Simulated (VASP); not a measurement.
Runs of VASP 6.6.1 on Si2C. The typed cell holds 3 atoms: a = 3.380 Å, b = 3.380 Å, c = 4.653 Å, α = 90.00°, β = 90.00°, γ = 120.00°. 

| level | k mesh | smearing | gap on the mesh (eV) | pressure (GPa) | largest force (eV/Å) |
| --- | --- | --- | --- | --- | --- |
| PBE | 7 × 7 × 4 | methfessel-paxton 0.1 eV | none | -11.8 | 1.27 |
| PBE | 8 × 8 × 5 | methfessel-paxton 0.1 eV | none | -12.0 | 1.22 |
| PBEsol | 12 × 12 × 8 | methfessel-paxton 0.05 eV | none | (a) | 1.03 |
| PBE | 8 × 8 × 5 | fermi-dirac 0.05 eV | none | -12.0 | 1.20 |
| PBE | 10 × 10 × 7 | methfessel-paxton 0.1 eV | none | -12.0 | 1.27 |
| PBEsol | 8 × 8 × 5 | methfessel-paxton 0.05 eV | none | -14.7 | 1.19 |
| PBEsol | 10 × 10 × 7 | methfessel-paxton 0.05 eV | none | -14.6 | 1.28 |
| PBE | 7 × 7 × 4 | fermi-dirac 0.05 eV | none | -11.8 | 1.25 |

Alike in all rows: task single point; potentials or basis VASP PAW PBE potentials, release 64 (Si, C); no spin polarisation; cell as given; cutoff (eV) 520.

Task: Estimate the missing entries.

Result: (a) -14.4.

Caveats: forces of over 1 eV/Å act on the atoms, so gaps and moduli don't describe the material at rest (at least some runs); the PAW data sets were made with another functional, which shifts forces and pressure a little (at least some runs); the stress differs along the axes, from -24 to 12 GPa (at least some runs); the stress differs along the axes, from -24 to 11 GPa (at least some runs); the stress differs along the axes, from -26 to 8 GPa (at least some runs); the stress differs along the axes, from -23 to 9 GPa (at least some runs); the stress differs along the axes, from -27 to 10 GPa (at least some runs).

A gap of «none» marks levels without a gap at the run's occupations.
